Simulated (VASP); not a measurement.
The system is Si7Ni5.

```xyz
12
Lattice="5.4310 0.0000 0.0000 0.0000 5.4310 0.0000 0.0000 0.0000 5.4310" Properties=species:S:1:pos:R:3 pbc="T T T"
Ni    0.0000    0.0000    0.0000
Ni    0.0000    2.7155    2.7155
Ni    2.7155    0.0000    2.7155
Ni    2.7155    2.7155    0.0000
Ni    1.3578    1.3578    1.3578
Si    4.0732    4.0732    4.0732
Si    1.3578    4.0732    4.0732
Si    4.0732    1.3578    1.3578
Si    4.0732    1.3578    4.0732
Si    1.3578    4.0732    1.3578
Si    4.0732    4.0732    1.3578
Si    1.3578    1.3578    4.0732
```

* Program: VASP 6.6.1
* Task: relaxation of volume and atoms at fixed shape
* Functional: PBEsol
* Potentials or basis: VASP PAW PBE potentials, release 64 (Ni, Si)
* Cutoff: 600 eV
* k mesh: 8 × 8 × 8
* Occupations: methfessel-paxton, width 0.1 eV
* Spin: no spin polarisation

At the start: pressure -6.5 GPa; volume 13.35 Å³/atom.

Problem. Where does the relaxation end?

Solution. Over 7 steps the energy falls by 24.2 meV/atom and the volume is 12.76 Å³/atom (-4.4 %); space group P-43m (No. 215, to 0.1 Å) before and after.

Step by step:
```tsv
step	energy change (eV)	largest force (eV/Å)	pressure (GPa)	volume (Å³)
1	0.0000	0.8720	-6.54	160.19
2	-0.1717	0.3829	6.42	147.90
3	-0.2385	0.6143	1.42	151.83
4	-0.2882	0.0653	0.69	152.49
5	-0.2891	0.0180	0.60	152.59
6	-0.2893	0.0232	-0.52	153.58
7	-0.2901	0.0041	0.01	153.11
```

Final structure:
```xyz
12
Lattice="5.3498 0.0000 0.0000 0.0000 5.3498 0.0000 0.0000 0.0000 5.3498" Properties=species:S:1:pos:R:3 pbc="T T T"
Ni    5.3122    5.3122    5.3122
Ni    5.3122    2.7125    2.7125
Ni    2.7125    5.3122    2.7125
Ni    2.7125    2.7125    5.3122
Ni    1.3375    1.3375    1.3375
Si    4.0124    4.0124    4.0124
Si    1.3375    4.0124    4.0124
Si    4.0124    1.3375    1.3375
Si    4.0124    1.3375    4.0124
Si    1.3375    4.0124    1.3375
Si    4.0124    4.0124    1.3375
Si    1.3375    1.3375    4.0124
```

Caveat: the PAW data sets were made with another functional, which shifts forces and pressure a little.
